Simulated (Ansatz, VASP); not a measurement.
# Al: VASP beside Ansatz

File INCAR:

```
SYSTEM = Al
PREC = Accurate
ENCUT = 500
EDIFF = 1E-6
ISMEAR = -1
SIGMA = 0.05
LREAL = .FALSE.
LASPH = .TRUE.
NELM = 120
ALGO = Normal
ISIF = 2
LWAVE = .FALSE.
LCHARG = .FALSE.
GGA = PE
NBANDS = 8
GGA_COMPAT = .FALSE.
```

KPOINTS

```
regular mesh
0
G
  10 10 10
  0 0 0
```

The input POSCAR:

```
Al
1.0
    0.0000000000      2.0206500000      2.0206500000
    2.0206500000      0.0000000000      2.0206500000
    2.0206500000      2.0206500000      0.0000000000
Al
1
Direct
    0.0000000000      0.0000000000      0.0000000000
```

Input for Ansatz:

```yaml
crystal:
  lattice:
    - [0.0, 2.02065, 2.02065]
    - [2.02065, 0.0, 2.02065]
    - [2.02065, 2.02065, 0.0]
  atoms:
    - { symbol: Al, position: [0.0, 0.0, 0.0] }
hamiltonian:
  xc: pbe
  pseudopotentials: { kind: paw }
basis:
  ecutwfc: 420
kpoints:
  mp_grid: { grid: [10, 10, 10] }
scf:
  occupations: { method: fermi_dirac, width: 0.05 }
  lower_state_search: "off"
  max_iter: 80
output:
  forces: true
  stress: true
```

Alike in both runs: task single point; functional PBE; k mesh 10 × 10 × 10; occupations fermi-dirac, width 0.05 eV; no spin polarisation.

|  | VASP | Ansatz |
| --- | --- | --- |
| version | VASP 6.6.1 | Ansatz 0.2.0 |
| potentials or method | VASP PAW PBE potentials, release 64 (Al), cutoff 500 eV | PAW, plane waves, scalar-relativistic |
| valence electrons in the cell | 3 | 3 |

|  | VASP | Ansatz | Ansatz less VASP |
| --- | --- | --- | --- |
| pressure (GPa) | -0.1 | -0.1 | +0.04 |
